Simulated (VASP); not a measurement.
Write the native input for VASP 6.6.1 that does the following.

```yaml
Task: single point
Functional: r2SCAN
Potentials_or_basis: VASP PAW PBE potentials, release 64 (Ti_sv, O)
Cutoff: 520 eV
k_mesh: 6 × 6 × 4
Occupations: gaussian, width 0.02 eV
Spin: no spin polarisation
Dipole_correction: no
Further_INCAR_settings: ALGO = Normal; EDIFF = 1e-06; NBANDS = 60
```

TiO2:

```
Ti O
1.0
     3.77771    0.00000    0.00000
     0.00000    3.77771    0.00000
     0.00000    0.00000    9.58403
Ti O
4 8
Direct
  0.00000 0.50000 0.75000
  0.50000 0.50000 0.00000
  0.50000 0.00000 0.25000
  0.00000 0.00000 0.50000
  0.00000 0.50000 0.95725
  0.50000 0.50000 0.79275
  0.50000 0.00000 0.04275
  0.00000 0.00000 0.70725
  0.50000 0.00000 0.45725
  0.00000 0.00000 0.29275
  0.00000 0.50000 0.54275
  0.50000 0.50000 0.20725
```

The input as run:

POSCAR

```
TiO2
1.0
    3.7777089757      0.0000000000      0.0000000000
    0.0000000000      3.7777089757      0.0000000000
    0.0000000000      0.0000000000      9.5840256616
Ti O
4 8
Direct
    0.0000000000      0.5000000000      0.7500000000
    0.5000000000      0.5000000000      0.0000000000
    0.5000000000      0.0000000000      0.2500000000
    0.0000000000      0.0000000000      0.5000000000
    0.0000000000      0.5000000000      0.9572470713
    0.5000000000      0.5000000000      0.7927529287
    0.5000000000      0.0000000000      0.0427529287
    0.0000000000      0.0000000000      0.7072470713
    0.5000000000      0.0000000000      0.4572470713
    0.0000000000      0.0000000000      0.2927529287
    0.0000000000      0.5000000000      0.5427529287
    0.5000000000      0.5000000000      0.2072470713
```

INCAR.step1

```
SYSTEM = TiO2
  ALGO = Normal
  EDIFF = 1E-4
  ENCUT = 520
  GGA = PE
  ISMEAR = 0
  LASPH = .TRUE.
  LCHARG = .FALSE.
  LREAL = .FALSE.
  LWAVE = .TRUE.
  NBANDS = 60
  NELM = 100
  PREC = Accurate
  SIGMA = 0.02
```

INCAR.step2

```
SYSTEM = TiO2
  ALGO = Normal
  EDIFF = 1E-6
  ENCUT = 520
  ISIF = 2
  ISMEAR = 0
  ISTART = 1
  LASPH = .TRUE.
  LCHARG = .TRUE.
  LELF = .TRUE.
  LMIXTAU = .TRUE.
  LREAL = .FALSE.
  LVHAR = .TRUE.
  LWAVE = .FALSE.
  METAGGA = R2SCAN
  NBANDS = 60
  NELM = 100
  PREC = Accurate
  SIGMA = 0.02
```

KPOINTS

```
k-points
0
G
  6 6 4
  0 0 0
```

Potentials or basis: VASP PAW PBE potentials, release 64 (Ti_sv, O).

Launch:

```bash
$ cat potpaw_PBE.64/Ti_sv/POTCAR potpaw_PBE.64/O/POTCAR > POTCAR
$ cp INCAR.step1 INCAR
$ mpirun -np 1 vasp_std > vasp.out
$ cp INCAR.step2 INCAR
$ mpirun -np 1 vasp_std > vasp.out
```

Results of the run:

```json
{"Pressure": "1.2 GPa", "Largest force": "0.035 eV/Å", "Band gap on the k mesh": "2.60 eV"}
```

Caveat: the PAW data sets were made with another functional, which shifts forces and pressure a little.

It took 25 min on 1 thread of Oxide Virtual Turin-like Processor (shared host), peak memory 0.32 GiB.
